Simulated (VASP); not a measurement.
A run of VASP 6.6.1 is set up as follows.

File INCAR:

```
SYSTEM = EuO
  PREC = Accurate
  ENCUT = 600
  EDIFF = 1E-6
  ISMEAR = 0
  SIGMA = 0.02
  LREAL = .FALSE.
  LASPH = .TRUE.
  NELM = 200
  ALGO = Normal
  ISIF = 2
  LWAVE = .FALSE.
  LCHARG = .FALSE.
  ISPIN = 2
  MAGMOM = 7.45 0
  LORBIT = 11
  LMAXMIX = 6
  LDAU = .TRUE.
  LDAUTYPE = 2
  LDAUL = 3 -1
  LDAUU = 8 0
  LDAUJ = 0 0
  LDAUPRINT = 1
  GGA = PE
  NBANDS = 22
  GGA_COMPAT = .FALSE.
```

KPOINTS

```
regular mesh
0
G
  10 10 10
  0 0 0
```

Contents of POSCAR:

```
EuO
1.0
    0.0000000000      2.5968562702      2.5968562702
    2.5968562702      0.0000000000      2.5968562702
    2.5968562702      2.5968562702      0.0000000000
Eu O
1 1
Direct
    0.0000000000      0.0000000000      0.0000000000
    0.5000000000      0.5000000000      0.5000000000
```

Potentials or basis: VASP PAW PBE potentials, release 64 (Eu, O).

Run with:

```sh
$ cat potpaw_PBE.64/Eu/POTCAR potpaw_PBE.64/O/POTCAR > POTCAR
$ mpirun -np 1 vasp_std > vasp.out
```

Problem. Estimate the band gap on the k mesh.

Solution. 0.72 eV, indirect (least direct gap 0.92 eV).

Problem. Estimate the site moments.

Solution. Eu +6.75; O -0.09 μB.

Problem. What does it give for the pressure?

Solution. -0.2 GPa.

Problem. What does it give for the net moment?

Solution. 7.00 μB per cell.

Eigenvalues of the final occupation matrices:
| site | spin | trace | eigenvalues |
| --- | --- | --- | --- |
| site 1 f | 1 | 6.85 | 0.97 0.98 0.98 0.98 0.98 0.98 0.98 |
| site 1 f | 2 | 0.01 | 0.00 0.00 0.00 0.00 0.00 0.00 0.00 |

Caveat: spin-orbit coupling is left out, which moves the levels of the heavy elements; a cell with one magnetic atom can't hold antiferromagnetic order, which such compounds often take. The state reached can hang on the start; a lower one may exist.
